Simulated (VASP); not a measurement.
# P in VASP: notebook

The runs below take P through single point, with PBE.

Everything below comes from runs of VASP 6.6.1. Logs are shortened: lines on timing, memory, paths and dates and some standing lists are left out, and cuts for length are marked.

## (1) The cell of the first run

The typed cell holds 2 atoms: a = 2.348 Å, b = 2.569 Å, c = 4.845 Å, α = 90.00°, β = 89.99°, γ = 90.00°.

## (2) Single point, PBE (strain -0.0450 x Voigt [1, -1, 0, 0, 0, 0])

The input, INCAR:

```
SYSTEM = P
PREC = Accurate
ENCUT = 520
EDIFF = 1E-6
ISMEAR = 0
SIGMA = 0.15
LREAL = .False.
LASPH = .True.
NELM = 100
ALGO = Normal
ISIF = 2
LWAVE = .False.
LCHARG = .False.
GGA = PE
NBANDS = 12
```

The input, KPOINTS:

```
regular mesh
0
Gamma
  24 24 12
  0 0 0
```

The input, POSCAR:

```
P
1.0
    2.3479697997      0.0000000000      0.0051694020
    0.0000000000      2.5692855914      0.0000000000
   -0.0097918981      0.0000000000      4.8446881202
P
2
Direct
    0.9999995512      0.0000000000      0.2500188639
    0.0000004488      0.0000000000      0.7499811361
```

Potentials or basis: VASP PAW PBE potentials, release 64 (P).

The run is started by

```
cat potpaw_PBE.64/P/POTCAR > POTCAR
mpirun -np 1 vasp_std > vasp.out
```

OUTCAR:

```text
SYSTEM = P
   PREC = Accurate
   ENCUT = 520
   EDIFF = 1E-6
   ISMEAR = 0
   LREAL = .False.
   LASPH = .True.
   NELM = 100
   ISIF = 2
   GGA = PE

 ion  position               nearest neighbor table
   1  1.000  0.000  0.250-   2 2.42   2 2.42
   2  0.000  0.000  0.750-   1 2.42   1 2.42

  LATTYP: Found a simple monoclinic cell.
 ALAT       =     2.3479754903
 B/A-ratio  =     1.0942557118
 C/A-ratio  =     2.0633511873
 COS(beta)  =    -0.0001804851

  Lattice vectors:

 A1 = (   2.3479697997,   0.0000000000,   0.0051694020)
 A2 = (   0.0000000000,  -2.5692855914,   0.0000000000)
 A3 = (   0.0097918981,   0.0000000000,  -4.8446881202)

Analysis of symmetry for initial positions (statically):
=====================================================================
 Subroutine PRICEL returns:
 Original cell was already a primitive cell.

 Routine SETGRP: Setting up the symmetry group for a
 simple monoclinic supercell.

 Subroutine GETGRP returns: Found  4 space group operations
 (whereof  4 operations were pure point group operations)
 out of a pool of  4 trial point group operations.

The static configuration has the point symmetry C_2h.

Analysis of symmetry for dynamics (positions and initial velocities):
=====================================================================
 Subroutine PRICEL returns:
 Original cell was already a primitive cell.

 Routine SETGRP: Setting up the symmetry group for a
 simple monoclinic supercell.

 Subroutine GETGRP returns: Found  4 space group operations
 (whereof  4 operations were pure point group operations)
 out of a pool of  4 trial point group operations.

The dynamic configuration has the point symmetry C_2h.

 Subroutine INISYM returns: Found  4 space group operations
 (whereof  4 operations are pure point group operations),
 and found     1 'primitive' translations

----------------------------------------------------------------------------------------

                                     Primitive cell

  volume of cell :      29.2262

  direct lattice vectors                    reciprocal lattice vectors
     2.347969800  0.000000000  0.005169402     0.425897961  0.000000000  0.000860809
     0.000000000  2.569285591  0.000000000     0.000000000  0.389213252  0.000000000
    -0.009791898  0.000000000  4.844688120    -0.000454444  0.000000000  0.206410717

  length of vectors
[... 90 lines left out ...]
   POTIM  = 0.5000    time-step for ionic-motion
   TEBEG  =    0.0;   TEEND  =   0.0 temperature during run
   PSTRESS=    0.0 pullay stress
   NELECT =      10.0000    total number of electrons
   NUPDOWN=      -1.0000    fix difference up-down
   EMIN   =  10.00;   EMAX   =-10.00  energy-range for DOS
   EFERMI =   0.00;   METHOD = LEGACY
   ISMEAR =     0;   SIGMA  =   0.15  broadening in eV -4-tet -1-fermi 0-gaus
   EFERMI_NEDOS =   21; number of points for ismear=-14 and -15
   IALGO  =     38    algorithm
   IMIX   =      4    mixing-type and parameters
     AMIX     =   0.40;   BMIX     =  1.00
     AMIX_MAG =   1.60;   BMIX_MAG =  1.00
  volume/ion in A,a.u.               =      14.61        98.61
  Fermi-wavevector in a.u.,A,eV,Ry     =   1.145031  2.163795 17.838547  1.311096
  Thomas-Fermi vector in A             =   2.281721
   LORBIT       =      0    0 simple, 1 ext, 2 COOP (PROOUT), +10 PAW based schemes
   GGA     = PE    functional components
   LHFCALC =     F    Hartree Fock is set to
   AEXX    =    0.0000 exact exchange contribution
   IVDW    =     0    specifies the selected vdW correction
   LEPSILON=     F    determine dielectric tensor
   LRPA    =     F    only Hartree local field effects (RPA)
 non-spin polarized calculation
 Gauss-broadening in eV      SIGMA  =   0.15
  energy-cutoff  :      520.00
  volume of cell :       29.23
 maximum number of plane-waves:       810
 NGX is ok and might be reduce to    18
   NGX =  9   NGY =  9   NGZ = 19

 number of electron      10.0000000 magnetization

 Free energy of the ion-electron system (eV)
  ---------------------------------------------------
  ext. energy  EPLUGINS =         0.00000000
  ---------------------------------------------------
  free energy    TOTEN  =       -10.46507300 eV

  energy without entropy =      -10.45700122  energy(sigma->0) =      -10.46103711

 E-fermi :   9.6026     XC(G=0): -11.2557

 val. band max:        9.5991788237   @ k =   0.2917   0.0000   0.0000
 cond. band min:       9.6043239858   @ k =   0.5000   0.0000   0.4167
 fundamental gap:      0.0051451621
 Fermi energy:         9.6025536933

 k-point     1 :       0.0000    0.0000    0.0000
  band No.  band energies     occupation
      1      -6.9272      2.00000
      2      -2.4549      2.00000
      3       0.8980      2.00000
      4      12.6136      0.00000
      5      14.9191      0.00000
      6      15.5947      0.00000
      7      15.7030      0.00000
      8      16.3262      0.00000
      9      16.7701      0.00000
     10      18.7949      0.00000
     11      19.2208      0.00000
     12      22.1038      0.00000
[... 331 lines left out ...]
 k-point    24 :       0.4167    0.0417    0.0000
  band No.  band energies     occupation
      1      -2.7492      2.00000
      2       1.8455      2.00000
      3       2.1801      2.00000
      4       4.3608      2.00000
      5       5.9706      2.00000
      6      11.5855      0.00000
      7      15.1364      0.00000
      8      17.9091      0.00000
      9      18.1634      0.00000
     10      19.2228      0.00000
     11      22.0640      0.00000
     12      24.4202      0.00000

 [... further k-points ...]

------------------------ aborting loop because EDIFF is reached ----------------------------------------

  FORCE on cell =-STRESS in cart. coord.  units (eV):
  Direction    XX          YY          ZZ          XY          YZ          ZX
  --------------------------------------------------------------------------------------
  -------------------------------------------------------------------------------------
  Total        1.8287377     -1.6723105      0.5350654      0.0000000      0.0000000      0.0001491
  in kB      100.2511469    -91.6758304     29.3322114      0.0000000      0.0000000      0.0081718
  external PRESSURE =      12.6358426 kB  Pullay stress =       0.0000000 kB

 VOLUME and BASIS-vectors are now :
 -----------------------------------------------------------------------------
  energy-cutoff  :      520.00
  volume of cell :       29.23
      direct lattice vectors                 reciprocal lattice vectors
     2.347969800  0.000000000  0.005169402     0.425897961  0.000000000  0.000860809
     0.000000000  2.569285591  0.000000000     0.000000000  0.389213252  0.000000000
    -0.009791898  0.000000000  4.844688120    -0.000454444  0.000000000  0.206410717

 POSITION                                       TOTAL-FORCE (eV/Angst)
 -----------------------------------------------------------------------------------
      2.34552      0.00000      1.21643         0.000005      0.000000     -0.000370
     -0.00734      0.00000      3.63342        -0.000005      0.000000      0.000370
 -----------------------------------------------------------------------------------
    total drift:                               -0.000000      0.000000     -0.000000

  FREE ENERGIE OF THE ION-ELECTRON SYSTEM (eV)
  ---------------------------------------------------
  free  energy   TOTEN  =       -10.4650730013 eV

  energy  without entropy=      -10.4570012241  energy(sigma->0) =      -10.46103711
```

OSZICAR:

```text
N       E                     dE             d eps       ncg     rms          rms(c)
DAV:   1     0.178375820877E+02    0.17838E+02   -0.44708E+03 45592   0.722E+02
DAV:   2    -0.946352470527E+01   -0.27301E+02   -0.25772E+02 61308   0.110E+02
DAV:   3    -0.104575834998E+02   -0.99406E+00   -0.98435E+00 58572   0.193E+01
DAV:   4    -0.104632597086E+02   -0.56762E-02   -0.56743E-02 54060   0.178E+00
DAV:   5    -0.104632987414E+02   -0.39033E-04   -0.39032E-04 58620   0.140E-01    0.667E+00
DAV:   6    -0.104632094221E+02    0.89319E-04   -0.30643E-03 53436   0.379E-01    0.396E+00
DAV:   7    -0.104648691994E+02   -0.16598E-02   -0.69154E-03 52348   0.607E-01    0.131E-01
DAV:   8    -0.104650484885E+02   -0.17929E-03   -0.74446E-04 54188   0.184E-01    0.424E-02
DAV:   9    -0.104650708185E+02   -0.22330E-04   -0.21817E-05 55560   0.362E-02    0.198E-02
DAV:  10    -0.104650729373E+02   -0.21188E-05   -0.43733E-06 53908   0.141E-02    0.220E-03
DAV:  11    -0.104650730013E+02   -0.64037E-07   -0.18190E-07 31400   0.304E-03
   1 F= -.10465073E+02 E0= -.10461037E+02  d E =-.807178E-02
```

stdout:

```text
POSCAR found type information on POSCAR P
 POSCAR found :  1 types and       2 ions
 scaLAPACK will be used
 LDA part: xc-table for (Slater+PW92), standard interpolation
 POSCAR, INCAR and KPOINTS ok, starting setup
 FFT: planning ... GRIDC
 FFT: planning ... GRID_SOFT
 FFT: planning ... GRID
 WAVECAR not read
 entering main loop
```

Wall time 7.9 min (1 thread of Intel Xeon 8259CL, shared host); peak memory 0.56 GiB.

Results:

```yaml
Free_energy: -10.4651 eV
Pressure: 1.3 GPa
Band_gap_on_the_k_mesh: zero (bands 5 and 6 overlap by 8.80 eV)
```

Stress tensor (GPa, compression positive):
```
10.03  0.00  0.00
 0.00 -9.17  0.00
 0.00  0.00  2.93
```

Caveat: the cell differs from its parent crystal (strain -0.0450 x Voigt [1, -1, 0, 0, 0, 0]); the stress differs along the axes, from -9 to 10 GPa.

## (3) Single point, PBE (strain -0.0300 x Voigt [1, -1, 0, 0, 0, 0])

The input, INCAR:

```
SYSTEM = P
  PREC = Accurate
  ENCUT = 520
  EDIFF = 1E-7
  ISMEAR = 0
  SIGMA = 0.15
  LREAL = .FALSE.
  LASPH = .TRUE.
  NELM = 100
  ALGO = Normal
  ISIF = 2
  LWAVE = .FALSE.
  LCHARG = .TRUE.
  GGA = PE
  LELF = .TRUE.
  LVHAR = .TRUE.
  NBANDS = 12
```

The input, KPOINTS:

```
Automatic mesh
0
G
  24 24 12
  0 0 0
```

The input, POSCAR:

```
P
1.0
    2.3848489065      0.0000000000      0.0051694020
    0.0000000000      2.5324058939      0.0000000000
   -0.0099456975      0.0000000000      4.8446881202
P
2
Direct
    0.9999995512      0.0000000000      0.2500188639
    0.0000004488      0.0000000000      0.7499811361
```

Potentials or basis: VASP PAW PBE potentials, release 64 (P).

The run is started by

```
cat potpaw_PBE.64/P/POTCAR > POTCAR
mpirun -np 1 vasp_std > vasp.out
```

It took 8.1 min on 1 thread of Intel Xeon 8259CL, shared host; peak memory 0.57 GiB.

The run converged. Its results:

```yaml
Free_energy: -10.5095 eV
Pressure: 0.5 GPa
Band_gap_on_the_k_mesh: zero (bands 5 and 6 overlap by 9.05 eV)
```

Stress tensor (GPa, compression positive):
```
 5.65  0.00  0.00
 0.00 -7.05  0.00
 0.00  0.00  2.96
```

Levels at points of the mesh, in eV from the Fermi level:
```tsv
k point	band 1	band 2	band 3	band 4	band 5	band 6	band 7	band 8	band 9	band 10
(0.00, 0.00, 0.00)	-16.52	-12.04	-8.70	3.55	5.33	6.02	6.33	6.52	7.06	8.93
(0.50, 0.00, 0.00)	-11.72	-8.72	-6.76	-5.27	-4.98	1.04	6.75	8.49	9.42	9.50
(0.00, 0.50, 0.00)	-12.86	-8.60	-8.10	-5.82	-5.01	0.95	7.67	8.34	9.13	11.05
(0.50, 0.50, 0.00)	-7.73	-5.88	-4.78	-2.72	-2.40	-1.73	-1.50	0.99	4.18	4.81
(0.00, 0.00, 0.50)	-15.08	-15.08	-2.96	-2.95	4.67	4.67	7.11	7.12	7.62	7.62
(0.50, 0.00, 0.50)	-10.27	-10.26	-7.46	-7.46	0.99	0.99	6.15	6.15	7.80	7.80
(0.00, 0.50, 0.50)	-11.42	-11.42	-7.31	-7.31	0.02	0.02	6.20	6.20	9.37	9.37
(0.50, 0.50, 0.50)	-6.29	-6.28	-4.69	-4.69	-3.56	-3.56	2.36	2.36	4.48	4.48
```

Caveat: the cell differs from its parent crystal (strain -0.0300 x Voigt [1, -1, 0, 0, 0, 0]); the stress differs along the axes, from -7 to 6 GPa.
